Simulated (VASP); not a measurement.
# Mg7O (P6/mmm) in VASP: a series of runs

Runs on Mg7O. Level: PBE. Tasks: single point, relaxation of cell and atoms.

All numbers are computed with VASP 6.6.1; they aren't measurements. Logs are shortened: lines on timing, memory, paths and dates and some standing lists are left out, and cuts for length are marked.

### 1 The cell of the first run

Symmetry: P6/mmm, No. 191, hexagonal system. The conventional cell has a = 5.816 Å, b = 5.816 Å, c = 5.788 Å, α = 90.00°, β = 90.00°, γ = 120.00°. Mg (site symmetry 2mm) has 8 Mg at 2.88 to 3.25 Å and 2 O at 3.24 Å within 3.8 Å. Mg (site symmetry 6/mmm) has 2 O at 2.89 Å and 12 Mg at 3.25 Å within 3.8 Å. Within 3.8 Å of O (site symmetry 6/mmm) lie 14 Mg at 2.89 to 3.24 Å.

The cell was built from a structure type or drawn by symmetry, and may not be a known phase.

### 2 Single point, PBE

Input file INCAR:

```
SYSTEM = Mg7O
PREC = Accurate
ENCUT = 520
EDIFF = 1E-7
ISMEAR = 0
SIGMA = 0.1
LREAL = .FALSE.
LASPH = .TRUE.
NELM = 100
ALGO = Normal
ISIF = 2
LWAVE = .FALSE.
LCHARG = .TRUE.
GGA = PE
LELF = .TRUE.
LVHAR = .TRUE.
NBANDS = 20
```

Input file KPOINTS:

```
regular mesh
0
G
  6 6 8
  0 0 0
```

Input file POSCAR:

```
Mg7O
1.0
    5.8159155974      0.0000000000      0.0000000000
   -2.9079577987      5.0367306536      0.0000000000
    0.0000000000      0.0000000000      5.7882694996
Mg O
7 1
Direct
    0.5000000000      0.0000000000      0.7515815028
    0.0000000000      0.5000000000      0.7515815028
    0.5000000000      0.5000000000      0.7515815028
    0.0000000000      0.5000000000      0.2484184972
    0.5000000000      0.0000000000      0.2484184972
    0.5000000000      0.5000000000      0.2484184972
    0.0000000000      0.0000000000      0.5000000000
    0.0000000000      0.0000000000      0.0000000000
```

Potentials or basis: VASP PAW PBE potentials, release 64 (Mg, O).

Started as:

```console
$ cat potpaw_PBE.64/Mg/POTCAR potpaw_PBE.64/O/POTCAR > POTCAR
$ mpirun -np 1 vasp_std > vasp.out
```

OUTCAR:

```text
SYSTEM = Mg7O
   PREC = Accurate
   ENCUT = 520
   EDIFF = 1E-7
   ISMEAR = 0
   LREAL = .FALSE.
   LASPH = .TRUE.
   NELM = 100
   ISIF = 2
   GGA = PE

 ion  position               nearest neighbor table
   1  0.500  0.000  0.752-   5 2.88   3 2.91   2 2.91   3 2.91   2 2.91   5 2.91   7 3.25   7 3.25

   2  0.000  0.500  0.752-   4 2.88   1 2.91   1 2.91   3 2.91   3 2.91   4 2.91   7 3.25   7 3.25

   3  0.500  0.500  0.752-   6 2.88   1 2.91   1 2.91   2 2.91   2 2.91   6 2.91   7 3.25   7 3.25

   4  0.000  0.500  0.248-   2 2.88   5 2.91   5 2.91   6 2.91   6 2.91   2 2.91   7 3.25   7 3.25

   5  0.500  0.000  0.248-   1 2.88   4 2.91   6 2.91   6 2.91   4 2.91   1 2.91   7 3.25   7 3.25

   6  0.500  0.500  0.248-   3 2.88   5 2.91   5 2.91   4 2.91   4 2.91   3 2.91   7 3.25   7 3.25

   7  0.000  0.000  0.500-   2 3.25   3 3.25   4 3.25   6 3.25   2 3.25   4 3.25   3 3.25   6 3.25
                             1 3.25   5 3.25   5 3.25   1 3.25
   8  0.000  0.000  0.000-

  LATTYP: Found a hexagonal cell.
 ALAT       =     5.8159155974
 C/A-ratio  =     0.9952464754

  Lattice vectors:

 A1 = (   5.8159155974,   0.0000000000,   0.0000000000)
 A2 = (  -2.9079577987,   5.0367306536,   0.0000000000)
 A3 = (   0.0000000000,   0.0000000000,   5.7882694996)

Analysis of symmetry for initial positions (statically):
=====================================================================
 Subroutine PRICEL returns:
 Original cell was already a primitive cell.

 Routine SETGRP: Setting up the symmetry group for a
 hexagonal supercell.

 Subroutine GETGRP returns: Found 24 space group operations
 (whereof 24 operations were pure point group operations)
 out of a pool of 24 trial point group operations.

The static configuration has the point symmetry D_6h.

Analysis of symmetry for dynamics (positions and initial velocities):
=====================================================================
 Subroutine PRICEL returns:
 Original cell was already a primitive cell.

 Routine SETGRP: Setting up the symmetry group for a
 hexagonal supercell.

 Subroutine GETGRP returns: Found 24 space group operations
 (whereof 24 operations were pure point group operations)
 out of a pool of 24 trial point group operations.

The dynamic configuration has the point symmetry D_6h.

 Subroutine INISYM returns: Found 24 space group operations
 (whereof 24 operations are pure point group operations),
 and found     1 'primitive' translations

----------------------------------------------------------------------------------------

                                     Primitive cell

  volume of cell :     169.5569

  direct lattice vectors                    reciprocal lattice vectors
     5.815915597  0.000000000  0.000000000     0.171941973  0.099270744  0.000000000
    -2.907957799  5.036730654  0.000000000     0.000000000  0.198541488  0.000000000
     0.000000000  0.000000000  5.788269500     0.000000000  0.000000000  0.172763207

  length of vectors
     5.815915597  5.815915597  5.788269500     0.198541488  0.198541488  0.172763207

  position of ions in fractional coordinates (direct lattice)
     0.500000000  0.000000000  0.751581503
     1.000000000  0.500000000  0.751581503
     0.500000000  0.500000000  0.751581503
     1.000000000  0.500000000  0.248418497
     0.500000000  0.000000000  0.248418497
     0.500000000  0.500000000  0.248418497
     0.000000000  0.000000000  0.500000000
     0.000000000  0.000000000  0.000000000

  ion indices of the primitive-cell ions
   primitive index   ion index
                 1           1
                 2           2
                 3           3
                 4           4
                 5           5
                 6           6
                 7           7
                 8           8

----------------------------------------------------------------------------------------

 KPOINTS: regular mesh

Automatic generation of k-mesh.
 Grid dimensions read from file:
 generate k-points for:    6    6    8

 Generating k-lattice:

  Cartesian coordinates                     Fractional coordinates (reciprocal lattice)
     0.028656995  0.016545124  0.000000000     0.166666667 -0.000000000  0.000000000
     0.000000000  0.033090248  0.000000000     0.000000000  0.166666667  0.000000000
     0.000000000  0.000000000  0.021595401     0.000000000  0.000000000  0.125000000

  Length of vectors
     0.033090248  0.033090248  0.021595401

  Shift w.r.t. Gamma in fractional coordinates (k-lattice)
     0.000000000  0.000000000  0.000000000

 Subroutine IBZKPT returns following result:
 ===========================================

 Found     35 irreducible k-points:

 Following reciprocal coordinates:
            Coordinates               Weight
  0.000000  0.000000  0.000000      1.000000
  0.166667  0.000000  0.000000      6.000000
  0.333333 -0.000000  0.000000      6.000000
  0.500000 -0.000000  0.000000      3.000000
  0.166667  0.166667  0.000000      6.000000
  0.333333  0.166667  0.000000     12.000000
[... 16 lines left out ...]
  0.166667  0.000000  0.375000     12.000000
  0.333333 -0.000000  0.375000     12.000000
 [... further k-points ...]
   k-points           NKPTS =     35   k-points in BZ     NKDIM =     35   number of bands    NBANDS=     20
   number of dos      NEDOS =    301   number of ions     NIONS =      8
   total plane-waves  NPLWV = 110592
   dimension x,y,z NGX =    48 NGY =   48 NGZ =   48
   dimension x,y,z NGXF=    96 NGYF=   96 NGZF=   96
   ions per type =               7   1
   NGX,Y,Z   is equivalent  to a cutoff of  13.72, 13.72, 13.79 a.u.
   NGXF,Y,Z  is equivalent  to a cutoff of  27.44, 27.44, 27.57 a.u.
 SYSTEM =  Mg7O
   PREC   = accura    normal or accurate (medium, high low for compatibility)
   ISTART =      0    job   : 0-new  1-cont  2-samecut
   ICHARG =      2    charge: 1-file 2-atom 10-const
   ISPIN  =      1    spin polarized calculation?
   LNONCOLLINEAR =      F non collinear calculations
   LSORBIT =      F    spin-orbit coupling
   LASPH  =      T    aspherical Exc in radial PAW
   ENCUT  =  520.0 eV  38.22 Ry    6.18 a.u.  10.81 10.81 10.76*2*pi/ulx,y,z
   NELM   =    100;   NELMIN=  2; NELMDL= -5     # of ELM steps
   EDIFF  = 0.1E-06   stopping-criterion for ELM
   LREAL  =      F    real-space projection
   EDIFFG = 0.1E-05   stopping-criterion for IOM
   NSW    =      0    number of steps for IOM
   IBRION =     -1    ionic relax: 0-MD 1-quasi-New 2-CG
   NFREE  =      0    steps in history (QN), initial steepest desc. (CG)
   ISIF   =      2    stress and relaxation
   ISYM   =      2    0-nonsym 1-usesym 2-fastsym
   POTIM  = 0.5000    time-step for ionic-motion
   TEBEG  =    0.0;   TEEND  =   0.0 temperature during run
   PSTRESS=    0.0 pullay stress
   NELECT =      20.0000    total number of electrons
   NUPDOWN=      -1.0000    fix difference up-down
   EMIN   =  10.00;   EMAX   =-10.00  energy-range for DOS
   EFERMI =   0.00;   METHOD = LEGACY
   ISMEAR =     0;   SIGMA  =   0.10  broadening in eV -4-tet -1-fermi 0-gaus
   EFERMI_NEDOS =   21; number of points for ismear=-14 and -15
   IALGO  =     38    algorithm
   IMIX   =      4    mixing-type and parameters
     AMIX     =   0.40;   BMIX     =  1.00
     AMIX_MAG =   1.60;   BMIX_MAG =  1.00
  volume/ion in A,a.u.               =      21.19       143.03
  Fermi-wavevector in a.u.,A,eV,Ry     =   0.802872  1.517208  8.770362  0.644603
  Thomas-Fermi vector in A             =   1.910632
   LORBIT       =      0    0 simple, 1 ext, 2 COOP (PROOUT), +10 PAW based schemes
   GGA     = PE    functional components
   LHFCALC =     F    Hartree Fock is set to
   AEXX    =    0.0000 exact exchange contribution
   IVDW    =     0    specifies the selected vdW correction
   LEPSILON=     F    determine dielectric tensor
   LRPA    =     F    only Hartree local field effects (RPA)
 non-spin polarized calculation
 Gauss-broadening in eV      SIGMA  =   0.10
  energy-cutoff  :      520.00
  volume of cell :      169.56
 maximum number of plane-waves:      4599
 NGX is ok and might be reduce to    48
   NGX = 21   NGY = 21   NGZ = 21

 number of electron      19.9999998 magnetization

 Free energy of the ion-electron system (eV)
  ---------------------------------------------------
  ext. energy  EPLUGINS =         0.00000000
  ---------------------------------------------------
  free energy    TOTEN  =       -14.35691370 eV

  energy without entropy =      -14.33861120  energy(sigma->0) =      -14.34776245

 E-fermi :   2.4665     XC(G=0):  -8.5741

 val. band max:        2.4571641205   @ k =   0.0000   0.0000   0.2500
 cond. band min:       2.4676034192   @ k =   0.0000   0.0000   0.5000
 fundamental gap:      0.0104392987
 Fermi energy:         2.4664670231

 k-point     1 :       0.0000    0.0000    0.0000
  band No.  band energies     occupation
      1     -13.6375      2.00000
      2      -4.0587      2.00000
      3      -0.7256      2.00000
      4      -0.0527      2.00000
      5      -0.0527      2.00000
      6       0.1757      2.00000
[... 12 lines left out ...]
     19       5.5387      0.00000
     20       6.9018      0.00000

 k-point     2 :       0.1667    0.0000    0.0000
  band No.  band energies     occupation
      1     -13.6362      2.00000
      2      -3.9298      2.00000
      3      -0.6510      2.00000
      4      -0.6188      2.00000
      5      -0.2381      2.00000
      6       0.0499      2.00000
[... 12 lines left out ...]
     19       6.4294      0.00000
     20       7.4545      0.00000
[... 465 lines left out ...]
      3      -2.1795      2.00000
      4      -0.0743      2.00000
      5       0.0213      2.00000
      6       0.2541      2.00000
[... 12 lines left out ...]
     19       6.7454      0.00000
     20       7.7925      0.00000

 k-point    24 :       0.3333   -0.0000    0.3750
  band No.  band energies     occupation
      1     -13.6312      2.00000
      2      -3.0825      2.00000
      3      -2.0062      2.00000
      4      -1.0956      2.00000
      5      -0.3186      2.00000
      6      -0.1667      2.00000
[... 12 lines left out ...]
     19       7.2178      0.00000
     20       7.3276      0.00000

 [... further k-points ...]

------------------------ aborting loop because EDIFF is reached ----------------------------------------

  FORCE on cell =-STRESS in cart. coord.  units (eV):
  Direction    XX          YY          ZZ          XY          YZ          ZX
  --------------------------------------------------------------------------------------
  -------------------------------------------------------------------------------------
  Total       -0.1255696     -0.1255696     -0.0838054      0.0000000      0.0000000     -0.0000000
  in kB       -1.1865318     -1.1865318     -0.7918940      0.0000000      0.0000000     -0.0000000
  external PRESSURE =      -1.0549859 kB  Pullay stress =       0.0000000 kB

 VOLUME and BASIS-vectors are now :
 -----------------------------------------------------------------------------
  energy-cutoff  :      520.00
  volume of cell :      169.56
      direct lattice vectors                 reciprocal lattice vectors
     5.815915597  0.000000000  0.000000000     0.171941973  0.099270744  0.000000000
    -2.907957799  5.036730654  0.000000000     0.000000000  0.198541488  0.000000000
     0.000000000  0.000000000  5.788269500     0.000000000  0.000000000  0.172763207

 POSITION                                       TOTAL-FORCE (eV/Angst)
 -----------------------------------------------------------------------------------
      2.90796      0.00000      4.35036        -0.000000     -0.000000     -0.002995
     -1.45398      2.51837      4.35036        -0.000000      0.000000     -0.002995
      1.45398      2.51837      4.35036        -0.000000      0.000000     -0.002995
     -1.45398      2.51837      1.43791         0.000000     -0.000000      0.002995
      2.90796      0.00000      1.43791         0.000000      0.000000      0.002995
      1.45398      2.51837      1.43791        -0.000000     -0.000000      0.002995
      0.00000      0.00000      2.89413        -0.000000      0.000000     -0.000000
      0.00000      0.00000      0.00000        -0.000000      0.000000     -0.000000
 -----------------------------------------------------------------------------------
    total drift:                                0.000000     -0.000000     -0.000000

  FREE ENERGIE OF THE ION-ELECTRON SYSTEM (eV)
  ---------------------------------------------------
  free  energy   TOTEN  =       -14.3569137014 eV

  energy  without entropy=      -14.3386111954  energy(sigma->0) =      -14.34776245
```

It took 79 s on 1 thread of Intel Xeon 6975P-C (Granite Rapids), shared host; peak memory 0.37 GiB.

Results:

| Property | Result |
| --- | --- |
| Free energy | -14.3569 eV |
| Pressure | -0.1 GPa |
| Band gap on the k mesh | zero (bands 10 and 11 overlap by 0.85 eV) |

Forces in eV/Å, atoms in the order of the input:
```
Mg   0.000  0.000 -0.003
Mg   0.000  0.000 -0.003
Mg   0.000  0.000 -0.003
Mg   0.000  0.000  0.003
Mg   0.000  0.000  0.003
Mg   0.000  0.000  0.003
Mg   0.000  0.000  0.000
O    0.000  0.000  0.000
```

Levels at points of the mesh, in eV from the Fermi level:
| k point | band 6 | band 7 | band 8 | band 9 | band 10 | band 11 | band 12 | band 13 | band 14 | band 15 |
| --- | --- | --- | --- | --- | --- | --- | --- | --- | --- | --- |
| (0.00, 0.00, 0.00) | -2.29 | -1.82 | -0.89 | -0.89 | -0.76 | 0.17 | 0.17 | 1.17 | 1.74 | 2.63 |
| (0.50, 0.00, 0.00) | -2.20 | -2.05 | -1.12 | -0.82 | -0.46 | -0.05 | 0.18 | 2.17 | 2.25 | 2.79 |
| (0.00, 0.00, 0.50) | -1.99 | -0.81 | -0.80 | -0.40 | -0.40 | 0.00 | 0.00 | 0.43 | 0.43 | 1.54 |
| (0.50, 0.00, 0.50) | -2.61 | -2.23 | -1.61 | -1.02 | -0.47 | 0.28 | 0.91 | 3.21 | 3.48 | 3.77 |

### 3 Relaxation of cell and atoms, PBE

This run uses another cell than the first one, of 15.62 Å³/atom.

Input file INCAR:

```
SYSTEM = Mg7O
PREC = Accurate
ENCUT = 600
EDIFF = 1E-6
ISMEAR = 0
SIGMA = 0.1
LREAL = .FALSE.
LASPH = .TRUE.
NELM = 80
ALGO = Normal
ISIF = 3
LWAVE = .FALSE.
LCHARG = .FALSE.
GGA = PE
IBRION = 2
NSW = 90
EDIFFG = -0.04
```

Input file KPOINTS:

```
Automatic mesh
0
G
  6 6 4
  0 0 0
```

Input file POSCAR:

```
Mg7O
1.0
    4.6996220800      0.0000000000      0.0000000000
   -2.3498110400      4.0699921100      0.0000000000
    0.0000000000      0.0000000000      6.5309487900
Mg O
7 1
Direct
    0.5000000000      0.0000000000      0.7803368200
    0.0000000000      0.5000000000      0.7803368200
    0.5000000000      0.5000000000      0.7803368200
    0.0000000000      0.5000000000      0.2196631800
    0.5000000000      0.0000000000      0.2196631800
    0.5000000000      0.5000000000      0.2196631800
    0.0000000000      0.0000000000      0.5000000000
    0.0000000000      0.0000000000      0.0000000000
```

Potentials or basis: VASP PAW PBE potentials, release 64 (Mg, O).

Started as:

```console
$ cat potpaw_PBE.64/Mg/POTCAR potpaw_PBE.64/O/POTCAR > POTCAR
$ mpirun -np 1 vasp_std > vasp.out
```

Wall time 4.5 min (1 thread of Intel Xeon 6975P-C (Granite Rapids), shared host); peak memory 0.31 GiB.

The run converged. Its results:

* Free energy: -14.3400 eV
* Relaxed volume: 20.90 Å³/atom
* Relaxed cell: a = 5.808 Å, b = 5.808 Å, c = 5.724 Å, α = 90.00°, β = 90.00°, γ = 120.00°
* Space group after relaxing (to 0.1 Å): P6/mmm (No. 191)
* Energy gained by relaxing: 857.5 meV/atom
* Ionic steps: 14
* Pressure after relaxing: 0.0 GPa
* Largest force after relaxing: 0.009 eV/Å
* Band gap on the k mesh: zero (bands 10 and 11 overlap by 0.73 eV)

Forces on the atoms (eV/Å):
```
Mg   0.000  0.000  0.009
Mg   0.000  0.000  0.009
Mg   0.000  0.000  0.009
Mg   0.000  0.000 -0.009
Mg   0.000  0.000 -0.009
Mg   0.000  0.000 -0.009
Mg   0.000  0.000  0.000
O    0.000  0.000  0.000
```

Stress tensor (GPa, compression positive):
```
-0.11  0.00  0.00
 0.00 -0.11  0.00
 0.00  0.00  0.08
```

The path:
```tsv
step	energy change (eV)	largest force (eV/Å)	pressure (GPa)	volume (Å³)
1	0.0000	0.3265	31.80	124.92
2	-6.0879	0.5696	-1.32	187.56
3	-6.0930	0.5569	-0.58	183.75
4	-6.0940	0.5620	-0.83	185.05
5	-6.2453	0.5409	-0.89	182.68
6	-6.6468	0.4305	-0.89	175.31
7	-6.4209	0.8138	2.50	159.40
8	-6.7591	0.4448	-0.53	171.31
9	-6.8334	0.1307	0.27	165.46
10	-6.8365	0.2373	-0.01	166.73
11	-6.8374	0.1995	0.09	166.23
12	-6.8537	0.1313	0.22	166.18
13	-6.8579	0.0308	0.15	166.20
14	-6.8598	0.0087	-0.05	167.23
```

Final structure:
```
Mg O
1.0
     5.80805    0.00000    0.00000
    -2.90402    5.02992    0.00000
     0.00000    0.00000    5.72416
Mg O
7 1
Direct
  0.50000 0.00000 0.75027
  0.00000 0.50000 0.75027
  0.50000 0.50000 0.75027
  0.00000 0.50000 0.24973
  0.50000 0.00000 0.24973
  0.50000 0.50000 0.24973
  0.00000 0.00000 0.50000
  0.00000 0.00000 0.00000
```

Levels at points of the mesh, in eV from the Fermi level:
```csv
k point,band 6,band 7,band 8,band 9,band 10,band 11,band 12,band 13,band 14,band 15
"(0.00, 0.00, 0.00)",-2.32,-1.91,-0.97,-0.97,-0.76,0.14,0.14,1.15,1.78,2.60
"(0.50, 0.00, 0.00)",-2.26,-2.08,-1.08,-0.85,-0.49,-0.09,0.22,2.13,2.29,2.85
"(0.00, 0.00, 0.50)",-2.06,-0.88,-0.87,-0.46,-0.46,-0.06,-0.06,0.38,0.38,1.58
"(0.50, 0.00, 0.50)",-2.66,-2.31,-1.67,-1.05,-0.50,0.26,0.89,3.21,3.42,3.83
```

Caveat: the volume moved by over 15 % at a fixed basis, so the end points are rough; semilocal functionals underestimate gaps, so a narrow gap can read as zero.

### 4 Single point, PBE, collinear spin, ferromagnetic start

This run uses another cell than the first one, of 15.62 Å³/atom.

Input file INCAR:

```
PREC = Accurate
ENCUT = 520
EDIFF = 1E-6
ISMEAR = 0
SIGMA = 0.1
LREAL = F
LASPH = T
NELM = 150
ALGO = Normal
ISIF = 2
LWAVE = F
LCHARG = F
ISPIN = 2
MAGMOM = 0 0 0 0 0 0 0 1
LORBIT = 11
GGA = PE
NBANDS = 24
```

Input file KPOINTS:

```
Automatic mesh
0
Gamma
  6 6 4
```

POSCAR is that of step 3.

Started as:

```console
$ cat potpaw_PBE.64/Mg/POTCAR potpaw_PBE.64/O/POTCAR > POTCAR
$ mpirun -np 1 vasp_std > vasp.out
```

Run time: 56 s. Hardware: 1 thread of Intel Xeon 6975P-C (Granite Rapids), shared host; peak memory 0.32 GiB.

It converged, with:

```yaml
Free_energy: -7.4778 eV
Pressure: 31.8 GPa
Largest_force: 0.326 eV/Å
Band_gap_on_the_k_mesh: zero (filled and empty bands overlap)
Net_moment: 0.00 μB per cell
Valence_electrons_inside_the_program's_atomic_spheres: Mg 0.53, 0.42 (each value once); O 4.82
```

Forces on the atoms (eV/Å):
```
Mg   0.000  0.000  0.326
Mg   0.000  0.000  0.326
Mg   0.000  0.000  0.326
Mg   0.000  0.000 -0.326
Mg   0.000  0.000 -0.326
Mg   0.000  0.000 -0.326
Mg   0.000  0.000  0.000
O    0.000  0.000  0.000
```

Stress tensor (GPa, compression positive):
```
46.71  0.00  0.00
 0.00 46.71  0.00
 0.00  0.00  2.04
```

Levels at points of the mesh, in eV from the Fermi level:
Spin up:
```tsv
k point	band 7	band 8	band 9	band 10	band 11	band 12	band 13	band 14
(0.00, 0.00, 0.00)	-1.81	-0.81	1.33	1.33	1.49	1.55	1.55	2.70
(0.50, 0.00, 0.00)	-2.82	-2.12	-0.79	-0.29	-0.05	0.31	1.74	1.78
(0.00, 0.00, 0.50)	-0.74	-0.47	0.45	0.90	0.93	0.93	2.33	2.33
(0.50, 0.00, 0.50)	-2.55	-1.56	-0.47	-0.41	-0.33	1.64	1.96	2.16
```
Spin down:
| k point | band 7 | band 8 | band 9 | band 10 | band 11 | band 12 | band 13 | band 14 |
| --- | --- | --- | --- | --- | --- | --- | --- | --- |
| (0.00, 0.00, 0.00) | -1.81 | -0.81 | 1.33 | 1.33 | 1.49 | 1.55 | 1.55 | 2.70 |
| (0.50, 0.00, 0.00) | -2.82 | -2.12 | -0.79 | -0.29 | -0.05 | 0.31 | 1.74 | 1.78 |
| (0.00, 0.00, 0.50) | -0.74 | -0.47 | 0.45 | 0.90 | 0.93 | 0.93 | 2.33 | 2.33 |
| (0.50, 0.00, 0.50) | -2.55 | -1.56 | -0.47 | -0.41 | -0.33 | 1.64 | 1.96 | 2.16 |

Caveat: the cell stands under pressure.

(Continued in part 2 of 2.)
